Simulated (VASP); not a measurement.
Here is a VASP 6.6.1 calculation.

INCAR

```
SYSTEM = Si2Ni
ALGO = Normal
EDIFF = 1E-6
ENCUT = 690
GGA = PE
GGA_COMPAT = .False.
ISIF = 2
ISMEAR = -1
ISPIN = 2
LASPH = .True.
LCHARG = .False.
LMAXMIX = 4
LORBIT = 11
LREAL = .False.
LWAVE = .False.
MAGMOM = 0.2 0 0
NBANDS = 24
NELM = 200
NUPDOWN = 0.2
PREC = Accurate
SIGMA = 0.05
```

Contents of KPOINTS:

```
k-points
0
Gamma
  7 7 7
  0 0 0
```

POSCAR

```
Si2Ni
1.0
    0.0000000000      2.7030000000      2.7030000000
    2.7030000000      0.0000000000      2.7030000000
    2.7030000000      2.7030000000      0.0000000000
Ni Si
1 2
Direct
    0.0000000000      0.0000000000      0.0000000000
    0.7500000000      0.7500000000      0.7500000000
    0.2500000000      0.2500000000      0.2500000000
```

Potentials or basis: VASP PAW PBE potentials, release 64 (Ni_sv_GW, Si).

Command:

```sh
$ cat potpaw_PBE.64/Ni_sv_GW/POTCAR potpaw_PBE.64/Si/POTCAR > POTCAR
$ mpirun -np 1 vasp_std > vasp.out
```

Question: What does it give for the pressure?

Answer: 8.1 GPa.

Caveat: the cell stands under pressure; the total moment is fixed, so each spin has its own Fermi level and the state may be an excited one.
